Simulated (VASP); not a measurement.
# Al3GaN4 (Cm) in VASP: single point with r2SCAN

Aim: the single point of Al3GaN4 with r2SCAN.

Program: VASP 6.6.1. These are calculated values, not measurements. Logs are shortened: lines on timing, memory, paths and dates and some standing lists are left out, and cuts for length are marked.

## (1) The cell of the first run

Symmetry: Cm, No. 8, monoclinic system. Conventional cell: a = 6.224 Å, b = 6.224 Å, c = 4.401 Å, α = 90.00°, β = 90.00°, γ = 90.00°. Al (site symmetry 1) has 4 N at 1.87 to 1.92 Å within 2.5 Å. Al (site symmetry m) has 4 N at 1.85 to 1.94 Å within 2.5 Å. Ga (site symmetry m) has 4 N at 1.95 Å within 2.6 Å. Within 2.5 Å of N (site symmetry 1) lie 3 Al at 1.87 to 1.92 Å and 1 Ga at 1.95 Å. Within 2.5 Å of N (site symmetry m) lie 3 Al at 1.85 to 1.92 Å and 1 Ga at 1.95 Å. N (site symmetry m) has 3 Al at 1.88 to 1.94 Å and 1 Ga at 1.95 Å within 2.5 Å.

## (2) Single point, r2SCAN (atoms displaced along a vibrational mode)

The input, POSCAR:

```
Al3GaN4
1.0
    4.4012372926      0.0000000000      0.0000000000
    0.0000000000      4.4012372926      0.0000000000
    0.0000000000      0.0000000000      4.4012372926
Al Ga N
3 1 4
Direct
    0.5000000000      0.4718843410      0.0000000000
    0.5000000000      0.0000000000      0.4718843410
    0.0000000000      0.5281156590      0.5281156590
    0.0000000000      0.0000000000      0.0000000000
    0.7444581602      0.7353309766      0.2464146562
    0.7444581602      0.2464146562      0.7353309766
    0.2737962070      0.7535853438      0.7535853438
    0.2372874726      0.2646690234      0.2646690234
```

The input, INCAR.step1:

```
PREC = Accurate ; ENCUT = 520
ISMEAR = 0 ; SIGMA = 0.05
LREAL = F ; LASPH = T
NELM = 100 ; NBANDS = 31
GGA = PE ; ALGO = Normal
EDIFF = 1E-4 ; LWAVE = T
LCHARG = F
```

The input, INCAR.step2:

```
PREC = Accurate ; ENCUT = 520
EDIFF = 1E-6 ; ISMEAR = 0
SIGMA = 0.05 ; LREAL = F
LASPH = T ; NELM = 100
ALGO = Normal ; ISIF = 2
LWAVE = F ; LCHARG = F
METAGGA = R2SCAN ; LMIXTAU = T
NBANDS = 31 ; ISTART = 1
```

The input, KPOINTS:

```
regular mesh
0
Gamma
  6 6 6
```

Potentials or basis: VASP PAW PBE potentials, release 64 (Al, Ga_d, N).

Launch:

```bash
cat potpaw_PBE.64/Al/POTCAR potpaw_PBE.64/Ga_d/POTCAR potpaw_PBE.64/N/POTCAR > POTCAR
cp INCAR.step1 INCAR
mpirun -np 1 vasp_std > vasp.out
cp INCAR.step2 INCAR
mpirun -np 1 vasp_std > vasp.out
```

OUTCAR:

```text
PREC = Accurate
   ENCUT = 520
   EDIFF = 1E-6
   ISMEAR = 0
   LREAL = F
   LASPH = T
   NELM = 100
   ISIF = 2
   METAGGA = R2SCAN
   ISTART = 1

 ion  position               nearest neighbor table
   1  0.500  0.472  0.000-   6 1.87   8 1.88   5 1.92   7 1.92   2 2.94   4 3.03   4 3.03   3 3.04
                             3 3.04   2 3.12   2 3.12   3 3.21   3 3.21   2 3.29
   2  0.500  0.000  0.472-   5 1.87   8 1.88   6 1.92   7 1.92   1 2.94   4 3.03   4 3.03   3 3.04
                             3 3.04   1 3.12   1 3.12   3 3.21   3 3.21   1 3.29
   3  0.000  0.528  0.528-   7 1.85   6 1.91   5 1.91   8 1.94   4 2.94   1 3.04   1 3.04   2 3.04
                             2 3.04   4 3.12   4 3.12   2 3.21   1 3.21   1 3.21   2 3.21
   4  0.000  0.000  0.000-   5 1.95   6 1.95   7 1.95   8 1.95   3 2.94   2 3.03   1 3.03   1 3.03
                             2 3.03   3 3.12   3 3.12
   5  0.744  0.735  0.246-   2 1.87   3 1.91   1 1.92   4 1.95
   6  0.744  0.246  0.735-   1 1.87   3 1.91   2 1.92   4 1.95
   7  0.274  0.754  0.754-   3 1.85   2 1.92   1 1.92   4 1.95
   8  0.237  0.265  0.265-   1 1.88   2 1.88   3 1.94   4 1.95

  LATTYP: Found a simple cubic cell.
 ALAT       =     4.4012372926

  Lattice vectors:

 A1 = (   4.4012372926,   0.0000000000,   0.0000000000)
 A2 = (   0.0000000000,   4.4012372926,   0.0000000000)
 A3 = (   0.0000000000,   0.0000000000,   4.4012372926)

Analysis of symmetry for initial positions (statically):
=====================================================================
 Subroutine PRICEL returns:
 Original cell was already a primitive cell.

 Routine SETGRP: Setting up the symmetry group for a
 simple cubic supercell.

 Subroutine GETGRP returns: Found  2 space group operations
 (whereof  2 operations were pure point group operations)
 out of a pool of 48 trial point group operations.

The static configuration has the point symmetry C_1h.

Analysis of symmetry for dynamics (positions and initial velocities):
=====================================================================
 Subroutine PRICEL returns:
 Original cell was already a primitive cell.

 Routine SETGRP: Setting up the symmetry group for a
 simple cubic supercell.

 Subroutine GETGRP returns: Found  2 space group operations
 (whereof  2 operations were pure point group operations)
 out of a pool of 48 trial point group operations.

The dynamic configuration has the point symmetry C_1h.

 Subroutine INISYM returns: Found  2 space group operations
 (whereof  2 operations are pure point group operations),
 and found     1 'primitive' translations

----------------------------------------------------------------------------------------

                                     Primitive cell

  volume of cell :      85.2559

  direct lattice vectors                    reciprocal lattice vectors
     4.401237293  0.000000000  0.000000000     0.227208835  0.000000000  0.000000000
     0.000000000  4.401237293  0.000000000     0.000000000  0.227208835  0.000000000
     0.000000000  0.000000000  4.401237293     0.000000000  0.000000000  0.227208835

  length of vectors
     4.401237293  4.401237293  4.401237293     0.227208835  0.227208835  0.227208835

  position of ions in fractional coordinates (direct lattice)
     0.500000000  0.471884341  0.000000000
     0.500000000  0.000000000  0.471884341
     0.000000000  0.528115659  0.528115659
     0.000000000  0.000000000  0.000000000
     0.744458160  0.735330977  0.246414656
     0.744458160  0.246414656  0.735330977
     0.273796207  0.753585344  0.753585344
     0.237287473  0.264669023  0.264669023

  ion indices of the primitive-cell ions
   primitive index   ion index
                 1           1
                 2           2
                 3           3
                 4           4
                 5           5
                 6           6
                 7           7
                 8           8

----------------------------------------------------------------------------------------

 KPOINTS: regular mesh

Automatic generation of k-mesh.
 Grid dimensions read from file:
 generate k-points for:    6    6    6

 Generating k-lattice:

  Cartesian coordinates                     Fractional coordinates (reciprocal lattice)
     0.037868139  0.000000000  0.000000000     0.166666667  0.000000000  0.000000000
     0.000000000  0.037868139  0.000000000     0.000000000  0.166666667  0.000000000
     0.000000000  0.000000000  0.037868139     0.000000000  0.000000000  0.166666667

  Length of vectors
     0.037868139  0.037868139  0.037868139

  Shift w.r.t. Gamma in fractional coordinates (k-lattice)
     0.000000000  0.000000000  0.000000000

 Subroutine IBZKPT returns following result:
 ===========================================

 Found     68 irreducible k-points:

 Following reciprocal coordinates:
            Coordinates               Weight
  0.000000  0.000000  0.000000      1.000000
  0.166667  0.000000  0.000000      2.000000
  0.000000  0.166667  0.000000      4.000000
  0.333333  0.000000  0.000000      2.000000
  0.000000  0.333333  0.000000      4.000000
  0.500000  0.000000  0.000000      1.000000
[... 16 lines left out ...]
 -0.333333  0.333333  0.000000      4.000000
  0.000000 -0.333333  0.333333      2.000000
 [... further k-points ...]
   k-points           NKPTS =     68   k-points in BZ     NKDIM =     68   number of bands    NBANDS=     31
   number of dos      NEDOS =    301   number of ions     NIONS =      8
   total plane-waves  NPLWV =  46656
   dimension x,y,z NGX =    36 NGY =   36 NGZ =   36
   dimension x,y,z NGXF=    72 NGYF=   72 NGZF=   72
   ions per type =               3   1   4
   NGX,Y,Z   is equivalent  to a cutoff of  13.60, 13.60, 13.60 a.u.
   NGXF,Y,Z  is equivalent  to a cutoff of  27.20, 27.20, 27.20 a.u.
 SYSTEM =  unknown system
   PREC   = accura    normal or accurate (medium, high low for compatibility)
   ISTART =      1    job   : 0-new  1-cont  2-samecut
   ICHARG =      0    charge: 1-file 2-atom 10-const
   ISPIN  =      1    spin polarized calculation?
   LNONCOLLINEAR =      F non collinear calculations
   LSORBIT =      F    spin-orbit coupling
   LASPH  =      T    aspherical Exc in radial PAW
   ENCUT  =  520.0 eV  38.22 Ry    6.18 a.u.   8.18  8.18  8.18*2*pi/ulx,y,z
   NELM   =    100;   NELMIN=  2; NELMDL=  0     # of ELM steps
   EDIFF  = 0.1E-05   stopping-criterion for ELM
   LREAL  =      F    real-space projection
   EDIFFG = 0.1E-04   stopping-criterion for IOM
   NSW    =      0    number of steps for IOM
   IBRION =     -1    ionic relax: 0-MD 1-quasi-New 2-CG
   NFREE  =      0    steps in history (QN), initial steepest desc. (CG)
   ISIF   =      2    stress and relaxation
   ISYM   =      2    0-nonsym 1-usesym 2-fastsym
   POTIM  = 0.5000    time-step for ionic-motion
   TEBEG  =    0.0;   TEEND  =   0.0 temperature during run
   PSTRESS=    0.0 pullay stress
   NELECT =      42.0000    total number of electrons
   NUPDOWN=      -1.0000    fix difference up-down
   EMIN   =  10.00;   EMAX   =-10.00  energy-range for DOS
   EFERMI =   0.00;   METHOD = LEGACY
   ISMEAR =     0;   SIGMA  =   0.05  broadening in eV -4-tet -1-fermi 0-gaus
   EFERMI_NEDOS =   21; number of points for ismear=-14 and -15
   IALGO  =     38    algorithm
   IMIX   =      4    mixing-type and parameters
     AMIX     =   0.40;   BMIX     =  1.00
     AMIX_MAG =   1.60;   BMIX_MAG =  1.00
  volume/ion in A,a.u.               =      10.66        71.92
  Fermi-wavevector in a.u.,A,eV,Ry     =   1.292954  2.443329 22.745275  1.671731
  Thomas-Fermi vector in A             =   2.424630
   LORBIT       =      0    0 simple, 1 ext, 2 COOP (PROOUT), +10 PAW based schemes
   METAGGA = R2SCAN    functional components
   LHFCALC =     F    Hartree Fock is set to
   AEXX    =    0.0000 exact exchange contribution
   IVDW    =     0    specifies the selected vdW correction
   LEPSILON=     F    determine dielectric tensor
   LRPA    =     F    only Hartree local field effects (RPA)
 non-spin polarized calculation
 Gauss-broadening in eV      SIGMA  =   0.05
  energy-cutoff  :      520.00
  volume of cell :       85.26
 maximum number of plane-waves:      2320
 NGX is ok and might be reduce to    36
   NGX = 17   NGY = 17   NGZ = 17

 number of electron      41.9999985 magnetization

 Free energy of the ion-electron system (eV)
  ---------------------------------------------------
  ext. energy  EPLUGINS =         0.00000000
  ---------------------------------------------------
  free energy    TOTEN  =       -78.99210004 eV

  energy without entropy =      -78.99210004  energy(sigma->0) =      -78.99210004

 E-fermi :   5.7711     XC(G=0): -11.7649

 val. band max:        5.5541171814   @ k =   0.0000   0.0000   0.0000
 cond. band min:       9.3556401142   @ k =   0.0000   0.0000   0.0000
 fundamental gap:      3.8015229328
 Fermi energy:         5.7710789051

 k-point     1 :       0.0000    0.0000    0.0000
  band No.  band energies     occupation
      1     -10.4673      2.00000
      2      -8.5639      2.00000
      3      -8.5562      2.00000
      4      -8.5560      2.00000
      5      -7.4798      2.00000
      6      -7.4781      2.00000
[... 23 lines left out ...]
     30      18.3052      0.00000
     31      18.3275      0.00000

 k-point     2 :       0.1667    0.0000    0.0000
  band No.  band energies     occupation
      1     -10.3396      2.00000
      2      -8.6473      2.00000
      3      -8.5663      2.00000
      4      -8.5614      2.00000
      5      -7.4767      2.00000
      6      -7.4752      2.00000
[... 23 lines left out ...]
     30      18.4676      0.00000
     31      18.4892      0.00000

 k-point     3 :       0.0000    0.1667    0.0000
  band No.  band energies     occupation
      1     -10.3396      2.00000
      2      -8.6500      2.00000
      3      -8.5635      2.00000
      4      -8.5618      2.00000
      5      -7.4782      2.00000
      6      -7.4737      2.00000
[... 703 lines left out ...]
     30      17.1311      0.00000
     31      17.3422      0.00000

 k-point    24 :       0.0000   -0.3333    0.3333
  band No.  band energies     occupation
      1      -9.5905      2.00000
      2      -8.8937      2.00000
      3      -8.7909      2.00000
      4      -8.5963      2.00000
      5      -7.4639      2.00000
      6      -7.4526      2.00000
[... 23 lines left out ...]
     30      16.8998      0.00000
     31      17.4942      0.00000

 [... further k-points ...]

------------------------ aborting loop because EDIFF is reached ----------------------------------------

  FORCE on cell =-STRESS in cart. coord.  units (eV):
  Direction    XX          YY          ZZ          XY          YZ          ZX
  --------------------------------------------------------------------------------------
  -------------------------------------------------------------------------------------
  Total        0.1323845     -0.3019446     -0.3019446     -0.0003194     -0.1929155     -0.0003311
  in kB        2.4878459     -5.6743163     -5.6743163     -0.0060032     -3.6253793     -0.0062223
  external PRESSURE =      -2.9535956 kB  Pullay stress =       0.0000000 kB

 VOLUME and BASIS-vectors are now :
 -----------------------------------------------------------------------------
  energy-cutoff  :      520.00
  volume of cell :       85.26
      direct lattice vectors                 reciprocal lattice vectors
     4.401237293  0.000000000  0.000000000     0.227208835  0.000000000  0.000000000
     0.000000000  4.401237293  0.000000000     0.000000000  0.227208835  0.000000000
     0.000000000  0.000000000  4.401237293     0.000000000  0.000000000  0.227208835

 POSITION                                       TOTAL-FORCE (eV/Angst)
 -----------------------------------------------------------------------------------
      2.20062      2.07687      0.00000        -0.060097      1.470726     -0.007073
      2.20062      0.00000      2.07687        -0.060097     -0.007073      1.470726
      0.00000      2.32436      2.32436        -0.218664     -1.460129     -1.460129
      0.00000      0.00000      0.00000        -0.002972      0.011192      0.011192
      3.27654      3.23637      1.08453         0.027316      0.155045      0.341738
      3.27654      1.08453      3.23637         0.027316      0.341738      0.155045
      1.20504      3.31671      3.31671        -0.360474     -0.255125     -0.255125
      1.04436      1.16487      1.16487         0.647673     -0.256374     -0.256374
 -----------------------------------------------------------------------------------
    total drift:                                0.000291     -0.000859     -0.000859

  FREE ENERGIE OF THE ION-ELECTRON SYSTEM (eV)
  ---------------------------------------------------
  free  energy   TOTEN  =       -78.9921000355 eV

  energy  without entropy=      -78.9921000355  energy(sigma->0) =      -78.99210004
```

Run time: 4.8 min. Hardware: 1 thread of Intel Xeon 6975P-C (Granite Rapids), shared host; peak memory 0.32 GiB.

What came out:

```
Free energy            : -78.9921 eV
Pressure               : -0.3 GPa
Largest force          : 2.076 eV/Å
Band gap on the k mesh : 3.80 eV
```

Forces on the atoms (eV/Å):
```
Al  -0.060  1.471 -0.007
Al  -0.060 -0.007  1.471
Al  -0.219 -1.460 -1.460
Ga  -0.003  0.011  0.011
N    0.027  0.155  0.342
N    0.027  0.342  0.155
N   -0.360 -0.255 -0.255
N    0.648 -0.256 -0.256
```

Stress tensor (GPa, compression positive):
```
 0.25  0.00  0.00
 0.00 -0.57 -0.36
 0.00 -0.36 -0.57
```

Levels at points of the mesh, in eV from the valence-band top:
| k point | band 18 | band 19 | band 20 | band 21 | band 22 | band 23 | band 24 | band 25 |
| --- | --- | --- | --- | --- | --- | --- | --- | --- |
| (0.00, 0.00, 0.00) | -2.01 | -0.04 | -0.02 | 0.00 | 3.80 | 3.87 | 3.93 | 3.95 |
| (0.50, 0.00, 0.00) | -1.28 | -1.25 | -0.96 | -0.95 | 6.06 | 6.15 | 6.56 | 6.68 |
| (0.00, 0.50, 0.00) | -1.26 | -1.26 | -0.97 | -0.97 | 6.07 | 6.15 | 6.64 | 6.66 |
| (0.50, 0.50, 0.00) | -0.88 | -0.60 | -0.55 | -0.53 | 7.77 | 7.83 | 7.91 | 8.37 |
| (0.00, 0.50, 0.50) | -0.89 | -0.61 | -0.54 | -0.51 | 7.84 | 7.99 | 8.19 | 8.27 |
| (0.50, 0.50, 0.50) | -0.63 | -0.39 | -0.37 | -0.37 | 6.12 | 7.41 | 7.52 | 7.64 |

Caveat: the cell differs from its parent crystal (atoms displaced along a vibrational mode); the PAW data sets were made with another functional, which shifts forces and pressure a little.
